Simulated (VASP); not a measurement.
# Be (P1) in VASP: a series of runs

Be is run at these levels: PBE; tasks: single point.

Program: VASP 6.6.1. These are calculated values, not measurements. Logs are shortened: lines on timing, memory, paths and dates and some standing lists are left out, and cuts for length are marked.

## (1) The cell of the first run

The typed cell holds 36 atoms: a = 7.092 Å, b = 7.092 Å, c = 7.409 Å, α = 90.00°, β = 90.00°, γ = 120.00°.

## (2) Single point, PBE

Contents of INCAR:

```
ALGO = Normal
EDIFF = 1E-7
ENCUT = 520
GGA = PE
ISIF = 2
ISMEAR = -1
LASPH = T
LCHARG = F
LREAL = Auto
LWAVE = F
NBANDS = 60
NELM = 100
PREC = Accurate
SIGMA = 0.17
```

Contents of KPOINTS:

```
k-points
0
Gamma
  2 2 2
```

Contents of POSCAR:

```
Be
1.0
    7.0917640000      0.0000000000      0.0000000000
   -3.5458820000      6.1416480000      0.0000000000
    0.0000000000      0.0000000000      7.4085300000
Be
36
Direct
    0.0078955717      0.0532430384      0.0434769111
    0.0928919152      0.2163263020      0.2671380152
   -0.0102648196      0.0338996960      0.4835372199
    0.0833233798      0.2324131894      0.7203993235
    0.0211250045      0.3511435367      0.0218396902
    0.1422980344      0.5680234361      0.2543419545
   -0.0250382095      0.3387690079      0.4609416443
    0.1121753196      0.5489243278      0.7266488764
    0.0105200421      0.6486695428     -0.0260915458
    0.1256734040      0.8854626641      0.2180054613
   -0.0148139330      0.6174889867      0.4906371439
    0.0476108280      0.8453594214      0.7392424678
    0.3091121642     -0.0437830367     -0.0026321011
    0.4406696611      0.1723478780      0.2228512269
    0.3474578556     -0.0085481942      0.4762348266
    0.4452739480      0.2158215515      0.7791964128
    0.3595046781      0.3266387133      0.0503338719
    0.4959550489      0.5380314860      0.2672190030
    0.2807643852      0.2973631833      0.4866822433
    0.4084253144      0.5051087265      0.7346396654
    0.3097010193      0.6610277893     -0.0119051958
    0.4560098770      0.8704504068      0.2083949178
    0.3152068501      0.6756492720      0.5083329621
    0.4618762388      0.9184505527      0.7493119418
    0.6368459843     -0.0132374894      0.0102854412
    0.7509597589      0.1724618539      0.2293032491
    0.6452991001     -0.0347138097      0.4825113754
    0.7760980079      0.2507144662      0.7289435286
    0.6905925098      0.3532602324      0.0140648685
    0.8060871678      0.5450491464      0.2540584974
    0.6400895998      0.3309372338      0.4829838038
    0.7304576589      0.5492662556      0.7676961556
    0.6349128462      0.6487672364      0.0010798364
    0.7625214799      0.9071995009      0.2518178370
    0.7398026375      0.7146616022      0.5080090112
    0.7953957648      0.9431670457      0.7803167430
```

Potentials or basis: VASP PAW PBE potentials, release 64 (Be).

Run with:

```sh
$ cat potpaw_PBE.64/Be/POTCAR > POTCAR
$ mpirun -np 1 vasp_std > vasp.out
```

OUTCAR:

```text
EDIFF = 1E-7
   ENCUT = 520
   GGA = PE
   ISIF = 2
   ISMEAR = -1
   LASPH = T
   LREAL = Auto
   NELM = 100
   PREC = Accurate

 ion  position               nearest neighbor table
   1  0.008  0.053  0.043-   2 1.94   5 2.07  34 2.16  10 2.19  17 2.27  36 2.35
   2  0.093  0.216  0.267-   1 1.94   3 1.96  19 2.00   7 2.06   5 2.23  34 2.27  17 2.30  26 2.30
                             6 2.34
   3  0.990  0.034  0.484-   2 1.96  19 1.97  35 2.07   4 2.14  34 2.21   7 2.22  27 2.24
   4  0.083  0.232  0.720-  36 2.09  19 2.13   3 2.14  20 2.15   8 2.15  28 2.25   7 2.33
   5  0.021  0.351  0.022-   1 2.07  21 2.14   9 2.18   6 2.18   2 2.23  26 2.28  29 2.35
   6  0.142  0.568  0.254-   7 2.11  23 2.17   5 2.18  11 2.20  22 2.21  21 2.23  30 2.31  10 2.33
                             2 2.34
   7  0.975  0.339  0.461-  11 1.95   2 2.06   6 2.11   3 2.22  26 2.23   4 2.33  28 2.33  19 2.34
                            31 2.35   8 2.36
   8  0.112  0.549  0.727-  23 2.05  11 2.13   4 2.15   9 2.21  28 2.26  20 2.27  21 2.29   7 2.36
                            12 2.37
   9  0.011  0.649  0.974-  21 2.08  13 2.16  12 2.16   5 2.18  29 2.21   8 2.21  32 2.32  10 2.32

  10  0.126  0.885  0.218-  13 1.99  14 2.14   1 2.19   9 2.32   6 2.33  15 2.35  30 2.36
  11  0.985  0.617  0.491-   7 1.95  30 2.07   8 2.13  23 2.17  35 2.17   6 2.20  31 2.27  12 2.34

  12  0.048  0.845  0.739-   9 2.16  32 2.19  36 2.24  11 2.34   8 2.37
  13  0.309  0.956  0.997-  10 1.99  21 2.10  22 2.13  14 2.14   9 2.16  24 2.22  25 2.23  16 2.27

  14  0.441  0.172  0.223-  17 1.95  13 2.14  10 2.14  15 2.18  22 2.20  26 2.20  29 2.21  31 2.32

  15  0.347  0.991  0.476-  23 2.15  14 2.18  27 2.21  31 2.26  24 2.33  10 2.35
  16  0.445  0.216  0.779-  24 2.18  32 2.22  20 2.22  28 2.26  13 2.27  29 2.30  17 2.35
  17  0.360  0.327  0.050-  14 1.95  18 2.08  33 2.17   1 2.27  29 2.28   2 2.30  16 2.35
  18  0.496  0.538  0.267-  17 2.08  33 2.17  30 2.18  19 2.30  34 2.34  35 2.36
  19  0.281  0.297  0.487-   3 1.97   2 2.00   4 2.13  20 2.24  18 2.30   7 2.34
  20  0.408  0.505  0.735-   4 2.15  32 2.16  16 2.22  19 2.24   8 2.27  23 2.35
  21  0.310  0.661  0.988-   9 2.08  13 2.10  22 2.10   5 2.14   6 2.23   8 2.29  25 2.32  33 2.35
                            24 2.38
  22  0.456  0.870  0.208-  25 1.85  34 2.08  21 2.10  26 2.12  13 2.13  14 2.20   6 2.21  27 2.34
[... 11 lines left out ...]
  29  0.691  0.353  0.014-  30 2.14   9 2.21  14 2.21  26 2.22  32 2.22  17 2.28  16 2.30  33 2.32
                             5 2.35
  30  0.806  0.545  0.254-  11 2.07  29 2.14  18 2.18  31 2.19   6 2.31  10 2.36
  31  0.640  0.331  0.483-  30 2.19  15 2.26  28 2.26  11 2.27  14 2.32   7 2.35
  32  0.730  0.549  0.768-  33 2.10  20 2.16  12 2.19  16 2.22  29 2.22  35 2.24  28 2.31   9 2.32

  33  0.635  0.649  0.001-  32 2.10  18 2.17  17 2.17  29 2.32  21 2.35
  34  0.763  0.907  0.252-  26 1.93  27 2.03  22 2.08   1 2.16  25 2.19   3 2.21   2 2.27  35 2.30
                            18 2.34
  35  0.740  0.715  0.508-   3 2.07  11 2.17  27 2.20  32 2.24  34 2.30  18 2.36
  36  0.795  0.943  0.780-   4 2.09  25 2.15  12 2.24  28 2.28  24 2.29   1 2.35

  LATTYP: Found a hexagonal cell.
 ALAT       =     7.0917640000
 C/A-ratio  =     1.0446667430

  Lattice vectors:

 A1 = (   7.0917640000,   0.0000000000,   0.0000000000)
[... 199 lines left out ...]
     AMIX     =   0.40;   BMIX     =  1.00
     AMIX_MAG =   1.60;   BMIX_MAG =  1.00
  volume/ion in A,a.u.               =       8.96        60.49
  Fermi-wavevector in a.u.,A,eV,Ry     =   0.992953  1.876409 13.414734  0.985955
  Thomas-Fermi vector in A             =   2.124801
   LORBIT       =      0    0 simple, 1 ext, 2 COOP (PROOUT), +10 PAW based schemes
   GGA     = PE    functional components
   LHFCALC =     F    Hartree Fock is set to
   AEXX    =    0.0000 exact exchange contribution
   IVDW    =     0    specifies the selected vdW correction
   LEPSILON=     F    determine dielectric tensor
   LRPA    =     F    only Hartree local field effects (RPA)
 non-spin polarized calculation
  energy-cutoff  :      520.00
  volume of cell :      322.68
 maximum number of plane-waves:      8704
 NGX is ok and might be reduce to    54
   NGX = 27   NGY = 27   NGZ = 27

 number of electron      72.0000000 magnetization

 Free energy of the ion-electron system (eV)
  ---------------------------------------------------
  ext. energy  EPLUGINS =         0.00000000
  ---------------------------------------------------
  free energy    TOTEN  =      -125.99032938 eV

  energy without entropy =     -125.53792396  energy(sigma->0) =     -125.76412667

 E-fermi :   5.6600     XC(G=0): -10.1585

 val. band max:        5.5690213237   @ k =   0.0000   0.5000   0.0000
 cond. band min:       5.7106736651   @ k =   0.5000   0.0000   0.0000
 fundamental gap:      0.1416523415
 Fermi energy:         5.6599602875

 k-point     1 :       0.0000    0.0000    0.0000
  band No.  band energies     occupation
      1      -4.7221      2.00000
      2      -2.7862      2.00000
      3      -2.6330      2.00000
      4      -1.9729      2.00000
      5      -1.8975      2.00000
      6      -1.8309      2.00000
[... 397 lines left out ...]
     47       8.2948      0.00000
     48       8.5710      0.00000
 [bands above 48 left out]

------------------------ aborting loop because EDIFF is reached ----------------------------------------

  FORCE on cell =-STRESS in cart. coord.  units (eV):
  Direction    XX          YY          ZZ          XY          YZ          ZX
  --------------------------------------------------------------------------------------
  -------------------------------------------------------------------------------------
  Total       -9.1101087     -2.7864240    -16.1722735      3.6612693     -1.1391922     -0.1840198
  in kB      -45.2337822    -13.8352350    -80.2990524     18.1790429     -5.6563507     -0.9137005
  external PRESSURE =     -46.4560232 kB  Pullay stress =       0.0000000 kB

 VOLUME and BASIS-vectors are now :
 -----------------------------------------------------------------------------
  energy-cutoff  :      520.00
  volume of cell :      322.68
      direct lattice vectors                 reciprocal lattice vectors
     7.091764000  0.000000000  0.000000000     0.141008640  0.081411374  0.000000000
    -3.545882000  6.141648000  0.000000000     0.000000000  0.162822747  0.000000000
     0.000000000  0.000000000  7.408530000     0.000000000  0.000000000  0.134979544

 POSITION                                       TOTAL-FORCE (eV/Angst)
 -----------------------------------------------------------------------------------
     -0.13280      0.32700      0.32210         0.250551     -1.679275     -2.153189
     -0.10830      1.32860      1.97910         0.257364      0.864635     -1.491818
      6.89876      0.20820      3.58230        -0.230487     -1.334026      0.980148
     -0.23320      1.42740      5.33710         0.831464     -0.292448      1.166905
     -1.09530      2.15660      0.16180        -0.355583     -0.345535     -1.042594
     -1.00500      3.48860      1.88430        -0.450265     -0.038638     -0.712537
[... 28 lines left out ...]
      2.71240      4.38920      3.76360        -0.563529     -1.059146     -0.098616
      2.29640      5.79260      5.78100        -0.118625     -1.104017     -0.749197
 -----------------------------------------------------------------------------------
    total drift:                                0.000688     -0.000468      0.000229

  FREE ENERGIE OF THE ION-ELECTRON SYSTEM (eV)
  ---------------------------------------------------
  free  energy   TOTEN  =      -125.9903293776 eV

  energy  without entropy=     -125.5379239559  energy(sigma->0) =     -125.76412667
```

OSZICAR:

```text
N       E                     dE             d eps       ncg     rms          rms(c)
DAV:   1     0.850264123247E+02    0.85026E+02   -0.27165E+04   960   0.101E+03
DAV:   2    -0.118000390890E+03   -0.20303E+03   -0.18859E+03  1212   0.173E+02
DAV:   3    -0.129660346143E+03   -0.11660E+02   -0.11284E+02  1200   0.355E+01
DAV:   4    -0.129887211164E+03   -0.22687E+00   -0.22518E+00  1224   0.578E+00
DAV:   5    -0.129890866650E+03   -0.36555E-02   -0.36489E-02  1176   0.548E-01    0.737E+00
DAV:   6    -0.126482666904E+03    0.34082E+01   -0.44643E+00  1120   0.742E+00    0.374E+00
DAV:   7    -0.126074966325E+03    0.40770E+00   -0.17259E+00  1192   0.401E+00    0.176E+00
DAV:   8    -0.126000717703E+03    0.74249E-01   -0.13295E-01  1168   0.135E+00    0.714E-01
DAV:   9    -0.125990812751E+03    0.99050E-02   -0.15512E-02  1200   0.452E-01    0.168E-01
DAV:  10    -0.125990358248E+03    0.45450E-03   -0.11560E-03  1136   0.120E-01    0.478E-02
DAV:  11    -0.125990325513E+03    0.32734E-04   -0.13185E-04  1176   0.355E-02    0.123E-02
DAV:  12    -0.125990326970E+03   -0.14569E-05   -0.16996E-05  1112   0.127E-02    0.276E-03
DAV:  13    -0.125990328356E+03   -0.13858E-05   -0.89264E-07  1216   0.329E-03    0.107E-03
DAV:  14    -0.125990329097E+03   -0.74094E-06   -0.58945E-08   664   0.846E-04    0.336E-04
DAV:  15    -0.125990329338E+03   -0.24099E-06   -0.99971E-09   648   0.384E-04    0.990E-05
DAV:  16    -0.125990329378E+03   -0.39605E-07   -0.12680E-09   640   0.186E-04
   1 F= -.12599033E+03 E0= -.12576413E+03  d E =-.452405E+00
```

stdout:

```text
POSCAR found type information on POSCAR Be
 POSCAR found :  1 types and      36 ions
 scaLAPACK will be used
 LDA part: xc-table for (Slater+PW92), standard interpolation
 POSCAR, INCAR and KPOINTS ok, starting setup
 FFT: planning ... GRIDC
 FFT: planning ... GRID_SOFT
 FFT: planning ... GRID
 WAVECAR not read
 entering main loop
```

Run time: 6.8 min. Hardware: 1 thread of Intel Xeon 8259CL, shared host; peak memory 0.4 GiB.

What came out:

* Free energy: -125.9903 eV
* Pressure: -4.6 GPa
* Largest force: 3.180 eV/Å
* Band gap on the k mesh: zero (bands 36 and 37 overlap by 0.61 eV)

Forces in eV/Å, atoms in the order of the input:
```
Be   0.251 -1.679 -2.153
Be   0.257  0.865 -1.492
Be  -0.230 -1.334  0.980
Be   0.831 -0.292  1.167
Be  -0.356 -0.346 -1.043
Be  -0.450 -0.039 -0.713
Be   0.513 -0.683  1.072
Be  -0.231  0.047  1.011
Be  -1.127 -0.204  1.064
Be  -0.900 -0.441  1.508
Be  -0.526  1.469  0.318
Be   0.459  1.050 -0.350
Be  -0.096  1.186 -1.158
Be   0.357  0.678  1.451
Be  -0.366  0.007  0.336
Be  -0.387  0.011 -0.815
Be  -1.738  0.192 -2.128
Be  -0.893  0.239  0.519
Be   1.525  0.959  0.710
Be  -0.076  1.088  0.449
Be   1.379 -0.368 -0.196
Be  -1.415 -0.666  2.769
Be   0.914 -0.233 -0.620
Be  -0.019 -0.815 -0.550
Be   0.854  0.608 -2.192
Be  -0.407  1.925  0.761
Be  -0.334  0.596  0.746
Be   0.152 -0.423  0.396
Be  -0.321 -0.615 -0.544
Be  -0.099  0.205 -0.457
Be  -0.339  0.211  0.330
Be   1.238 -0.372 -0.563
Be   0.360  0.990  0.411
Be   1.902 -1.653 -0.180
Be  -0.564 -1.059 -0.099
Be  -0.119 -1.104 -0.749
```

Caveat: the k points lie up to 0.51 Å⁻¹ apart, too coarse for converged energies and pressures of a metal; forces of over 1 eV/Å act on the atoms, so gaps and moduli don't describe the material at rest.

(Continued in part 2 of 2.)

The gap in the log of VASP goes by the Fermi energy; the results here count the filled bands.